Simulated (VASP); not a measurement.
# Nb (P6_3/mmc) in VASP: notebook, part 3 of 3

VASP 6.6.1.

**4. Relaxation of cell and atoms, LDA**

This run uses another cell than the first one, of 17.98 Å³/atom.

The input, INCAR:

```
ALGO = Normal ; EDIFF = 1E-7
EDIFFG = -0.01 ; ENCUT = 600
IBRION = 2 ; ISIF = 3
ISMEAR = -1 ; LASPH = T
LCHARG = F ; LREAL = F
LWAVE = F ; NELM = 60
NSW = 80 ; PREC = Accurate
SIGMA = 0.1
```

The input, KPOINTS:

```
k-points
0
Gamma
  12 12 7
```

The input, POSCAR:

```
Nb
1.0
    2.9403180252      0.0000000000      0.0000000000
   -1.4701590126      2.5463901050      0.0000000000
    0.0000000000      0.0000000000      4.8015393351
Nb
2
Direct
    0.3333333333      0.6666666667      0.2500000000
    0.6666666667      0.3333333333      0.7500000000
```

Potentials or basis: VASP PAW LDA potentials, release 64 (Nb_sv).

The run is started by

```sh
> cat potpaw_LDA.64/Nb_sv/POTCAR > POTCAR
> mpirun -np 1 vasp_std > vasp.out
```

OUTCAR:

```text
EDIFF = 1E-7
   EDIFFG = -0.01
   ENCUT = 600
   IBRION = 2
   ISIF = 3
   ISMEAR = -1
   LASPH = T
   LREAL = F
   NELM = 60
   NSW = 80
   PREC = Accurate

 ion  position               nearest neighbor table
   1  0.333  0.667  0.250-   2 2.94   2 2.94   2 2.94   2 2.94   2 2.94   2 2.94
   2  0.667  0.333  0.750-   1 2.94   1 2.94   1 2.94   1 2.94   1 2.94   1 2.94

  LATTYP: Found a hexagonal cell.
 ALAT       =     2.9403180252
 C/A-ratio  =     1.6330000000

  Lattice vectors:

 A1 = (   2.9403180252,   0.0000000000,   0.0000000000)
 A2 = (  -1.4701590126,   2.5463901050,   0.0000000000)
 A3 = (   0.0000000000,   0.0000000000,   4.8015393351)

Analysis of symmetry for initial positions (statically):
=====================================================================
 Subroutine PRICEL returns:
 Original cell was already a primitive cell.

 Routine SETGRP: Setting up the symmetry group for a
 hexagonal supercell.

 Subroutine GETGRP returns: Found 24 space group operations
 (whereof 12 operations were pure point group operations)
 out of a pool of 24 trial point group operations.

The static configuration has the point symmetry D_3d.
 The point group associated with its full space group is D_6h.

Analysis of symmetry for dynamics (positions and initial velocities):
=====================================================================
 Subroutine PRICEL returns:
 Original cell was already a primitive cell.

 Routine SETGRP: Setting up the symmetry group for a
 hexagonal supercell.

 Subroutine GETGRP returns: Found 24 space group operations
 (whereof 12 operations were pure point group operations)
 out of a pool of 24 trial point group operations.

The dynamic configuration has the point symmetry D_3d.
 The point group associated with its full space group is D_6h.

 Subroutine INISYM returns: Found 24 space group operations
 (whereof 12 operations are pure point group operations),
 and found     1 'primitive' translations

----------------------------------------------------------------------------------------

                                     Primitive cell

  volume of cell :      35.9501

  direct lattice vectors                    reciprocal lattice vectors
     2.940318025  0.000000000  0.000000000     0.340099265  0.196356402  0.000000000
    -1.470159013  2.546390105  0.000000000     0.000000000  0.392712805  0.000000000
     0.000000000  0.000000000  4.801539335     0.000000000  0.000000000  0.208266543

  length of vectors
     2.940318025  2.940318025  4.801539335     0.392712805  0.392712805  0.208266543

  position of ions in fractional coordinates (direct lattice)
     0.333333333  0.666666667  0.250000000
     0.666666667  0.333333333  0.750000000

  ion indices of the primitive-cell ions
   primitive index   ion index
                 1           1
                 2           2

----------------------------------------------------------------------------------------

 KPOINTS: k-points

Automatic generation of k-mesh.
 Grid dimensions read from file:
 generate k-points for:   12   12    7

 Generating k-lattice:

  Cartesian coordinates                     Fractional coordinates (reciprocal lattice)
     0.028341605  0.016363034  0.000000000     0.083333333 -0.000000000  0.000000000
     0.000000000  0.032726067  0.000000000     0.000000000  0.083333333  0.000000000
[... 58 lines left out ...]
   EDIFF  = 0.1E-06   stopping-criterion for ELM
   LREAL  =      F    real-space projection
   EDIFFG = -.1E-01   stopping-criterion for IOM
   NSW    =     80    number of steps for IOM
   IBRION =      2    ionic relax: 0-MD 1-quasi-New 2-CG
   NFREE  =      1    steps in history (QN), initial steepest desc. (CG)
   ISIF   =      3    stress and relaxation
   ISYM   =      2    0-nonsym 1-usesym 2-fastsym
   POTIM  = 0.5000    time-step for ionic-motion
   TEBEG  =    0.0;   TEEND  =   0.0 temperature during run
   PSTRESS=    0.0 pullay stress
   NELECT =      26.0000    total number of electrons
   NUPDOWN=      -1.0000    fix difference up-down
   EMIN   =  10.00;   EMAX   =-10.00  energy-range for DOS
   EFERMI =   0.00;   METHOD = LEGACY
   ISMEAR =    -1;   SIGMA  =   0.10  broadening in eV -4-tet -1-fermi 0-gaus
   EFERMI_NEDOS =   21; number of points for ismear=-14 and -15
   IALGO  =     38    algorithm
   IMIX   =      4    mixing-type and parameters
     AMIX     =   0.40;   BMIX     =  1.00
     AMIX_MAG =   1.60;   BMIX_MAG =  1.00
  volume/ion in A,a.u.               =      17.98       121.30
  Fermi-wavevector in a.u.,A,eV,Ry     =   1.469488  2.776930 29.380351  2.159395
  Thomas-Fermi vector in A             =   2.584859
   LORBIT       =      0    0 simple, 1 ext, 2 COOP (PROOUT), +10 PAW based schemes
   GGA     = CA    functional components
   LHFCALC =     F    Hartree Fock is set to
   AEXX    =    0.0000 exact exchange contribution
   IVDW    =     0    specifies the selected vdW correction
   LEPSILON=     F    determine dielectric tensor
   LRPA    =     F    only Hartree local field effects (RPA)
 conjugate gradient relaxation of ions
 non-spin polarized calculation
  energy-cutoff  :      600.00
  volume of cell :       35.95
 maximum number of plane-waves:      1215
 NGX is ok and might be reduce to    24
   NGX = 11   NGY = 11   NGZ = 19

--------------------------------------- Ionic step        1  -------------------------------------------

 number of electron      26.0000001 magnetization

 Free energy of the ion-electron system (eV)
  ---------------------------------------------------
  ext. energy  EPLUGINS =         0.00000000
  ---------------------------------------------------
  free energy    TOTEN  =       -21.78976619 eV

  energy without entropy =      -21.69543282  energy(sigma->0) =      -21.74259951

------------------------ aborting loop because EDIFF is reached ----------------------------------------

  FORCE on cell =-STRESS in cart. coord.  units (eV):
  Direction    XX          YY          ZZ          XY          YZ          ZX
  --------------------------------------------------------------------------------------
  -------------------------------------------------------------------------------------
  Total       -1.3796494     -1.3796494      0.5351678      0.0000000     -0.0000000      0.0000000
  in kB      -61.4864723    -61.4864723     23.8506844      0.0000000     -0.0000000      0.0000000
  external PRESSURE =     -33.0407534 kB  Pullay stress =       0.0000000 kB
[... 89 lines left out ...]
  FREE ENERGIE OF THE ION-ELECTRON SYSTEM (eV)
  ---------------------------------------------------
  free  energy   TOTEN  =       -21.8368836595 eV

  energy  without entropy=      -21.7491776476  energy(sigma->0) =      -21.79303065

[... ionic steps 4 to 9 ...]

--------------------------------------- Ionic step       10  -------------------------------------------

 number of electron      26.0000000 magnetization

------------------------ aborting loop because EDIFF is reached ----------------------------------------
[... 67 lines left out ...]
--------------------------------------- Ionic step       12  -------------------------------------------

 number of electron      26.0000000 magnetization

 Free energy of the ion-electron system (eV)
  ---------------------------------------------------
  ext. energy  EPLUGINS =         0.00000000
  ---------------------------------------------------
  free energy    TOTEN  =       -21.91950633 eV

  energy without entropy =      -21.83432469  energy(sigma->0) =      -21.87691551

 E-fermi :  11.6378     XC(G=0): -12.8026

 val. band max:       11.6202259758   @ k =   0.0833   0.0000   0.2857
 cond. band min:      11.6408179906   @ k =   0.1667   0.1667   0.0000
 fundamental gap:      0.0205920149
 Fermi energy:        11.6378481033

 k-point     1 :       0.0000    0.0000    0.0000
  band No.  band energies     occupation
      1     -42.7546      2.00000
      2     -42.5970      2.00000
      3     -19.4907      2.00000
      4     -18.3761      2.00000
      5     -18.1094      2.00000
      6     -18.1094      2.00000
[... 457 lines left out ...]
      4     -19.2078      2.00000
      5     -19.0013      2.00000
      6     -18.4475      2.00000
[... 9 lines left out ...]
     16      14.5851      0.00000
     17      15.4980      0.00000

 [... further k-points ...]

------------------------ aborting loop because EDIFF is reached ----------------------------------------

  FORCE on cell =-STRESS in cart. coord.  units (eV):
  Direction    XX          YY          ZZ          XY          YZ          ZX
  --------------------------------------------------------------------------------------
  -------------------------------------------------------------------------------------
  Total        0.0114065      0.0114065      0.0195599      0.0000000      0.0000000      0.0000000
  in kB        0.5177271      0.5177271      0.8878014      0.0000000      0.0000000      0.0000000
  external PRESSURE =       0.6410852 kB  Pullay stress =       0.0000000 kB
[... 17 lines left out ...]
  FREE ENERGIE OF THE ION-ELECTRON SYSTEM (eV)
  ---------------------------------------------------
  free  energy   TOTEN  =       -21.9195063299 eV

  energy  without entropy=      -21.8343246906  energy(sigma->0) =      -21.87691551

 reached required accuracy - stopping structural energy minimisation
```

Wall time 7.9 min (1 thread of Intel Xeon 8259CL, shared host); peak memory 0.19 GiB.

Results:

```
Free energy                           : -21.9195 eV
Relaxed volume                        : 17.65 Å³/atom
Relaxed cell                          : a = 2.811 Å, b = 2.811 Å, c = 5.158 Å, α = 90.00°, β = 90.00°, γ = 120.00°
Space group after relaxing (to 0.1 Å) : P6_3/mmc (No. 194)
Energy gained by relaxing             : 64.9 meV/atom
Ionic steps                           : 12
Pressure after relaxing               : 0.1 GPa
Band gap on the k mesh                : zero (bands 13 and 14 overlap by 2.53 eV)
```

The path:
```csv
step,energy change (eV),largest force (eV/Å),pressure (GPa),volume (Å³)
1,0.0000,0.0000,-3.30,35.95
2,-0.0462,0.0000,6.92,34.03
3,-0.0471,0.0000,5.75,34.23
4,-0.0778,0.0000,6.15,34.15
5,-0.0979,0.0000,7.67,33.95
6,-0.1003,0.0000,7.23,34.00
7,-0.1272,0.0000,2.03,34.92
8,-0.1297,0.0000,-0.07,35.32
9,-0.1297,0.0000,0.05,35.30
10,-0.1297,0.0000,0.06,35.30
11,-0.1297,0.0000,0.06,35.30
12,-0.1297,0.0000,0.06,35.30
```

Final structure:
```yaml
crystal:
  lattice:
    - [2.81119, 0.00000, 0.00000]
    - [-1.40559, 2.43456, 0.00000]
    - [0.00000, 0.00000, 5.15764]
  atoms:
    - { symbol: Nb, position: [0.33333, 0.66667, 0.25000] }
    - { symbol: Nb, position: [0.66667, 0.33333, 0.75000] }
```

Levels at points of the mesh, in eV from the Fermi level:
| k point | band 10 | band 11 | band 12 | band 13 | band 14 | band 15 | band 16 | band 17 |
| --- | --- | --- | --- | --- | --- | --- | --- | --- |
| (0.00, 0.00, 0.00) | -4.05 | -1.13 | 0.29 | 0.29 | 0.65 | 0.76 | 0.76 | 2.72 |
| (0.50, 0.00, 0.00) | -3.52 | -3.48 | -0.62 | 0.38 | 0.44 | 0.72 | 4.71 | 5.91 |

**5. Single point, LDA**

This run uses another cell than the first one, of 17.66 Å³/atom.

The input, INCAR:

```
ALGO = Normal
EDIFF = 1E-6
ENCUT = 520
GGA = CA
ISIF = 2
ISMEAR = -1
LASPH = True
LCHARG = True
LELF = True
LREAL = False
LVHAR = True
LWAVE = False
NBANDS = 20
NELM = 100
PREC = Accurate
SIGMA = 0.1
```

The input, KPOINTS:

```
k-points
0
Gamma
  21 21 10
```

The input, POSCAR:

```
Nb
1.0
    2.8115133476      0.0000000000      0.0000000000
   -1.4057566738      2.4348419821      0.0000000000
    0.0000000000      0.0000000000      5.1605212367
Nb
2
Direct
    0.3333333333      0.6666666667      0.2500000000
    0.6666666667      0.3333333333      0.7500000000
```

The run is started by

```sh
> cat potpaw_LDA.64/Nb_sv/POTCAR > POTCAR
> mpirun -np 1 vasp_std > vasp.out
```

Wall time 3.9 min (1 thread of Intel Xeon 8259CL, shared host); peak memory 0.27 GiB.

The run converged. Its results:

```yaml
Free_energy: -21.9177 eV
Pressure: -0.2 GPa
Band_gap_on_the_k_mesh: zero (bands 13 and 14 overlap by 3.12 eV)
```

Stress tensor (GPa, compression positive):
```
-0.37  0.00  0.00
 0.00 -0.37  0.00
 0.00  0.00  0.14
```

Levels at points of the mesh, in eV from the Fermi level:
| k point | band 10 | band 11 | band 12 | band 13 | band 14 | band 15 | band 16 | band 17 |
| --- | --- | --- | --- | --- | --- | --- | --- | --- |
| (0.00, 0.00, 0.00) | -4.05 | -1.14 | 0.28 | 0.28 | 0.63 | 0.75 | 0.75 | 2.71 |
| (0.00, 0.00, 0.50) | -4.67 | -1.34 | -1.34 | 0.35 | 0.35 | 0.35 | 0.35 | 3.87 |

**6. Overview**

```csv
task,cell,k mesh,cutoff (eV),gap on the mesh (eV),pressure (GPa)
single point,"a = 2.885, b = 2.885, c = 5.295 Å, angles 90.0, 90.0, 120.0°, 2 atoms",14 × 14 × 7,520,none,-12.3
single point,"a = 2.920, b = 2.920, c = 5.359 Å, angles 90.0, 90.0, 120.0°, 2 atoms",14 × 14 × 7,520,none,-16.8
relaxation of cell and atoms,"relaxed from a = 2.940, b = 2.940, c = 4.802 Å, angles 90.0, 90.0, 120.0°, 2 atoms",12 × 12 × 7,600,none,0.1
single point,"a = 2.812, b = 2.812, c = 5.161 Å, angles 90.0, 90.0, 120.0°, 2 atoms",21 × 21 × 10,520,none,-0.2
```

Alike in all rows: level LDA; potentials or basis VASP PAW LDA potentials, release 64 (Nb_sv); no spin polarisation; smearing fermi-dirac 0.1 eV.

Caveats: the cell stands under tension (at least some runs).

Total energies depend on the potentials used, so only differences within one code and one set of settings carry meaning.

The gap in the log of VASP goes by the Fermi energy; the results here count the filled bands.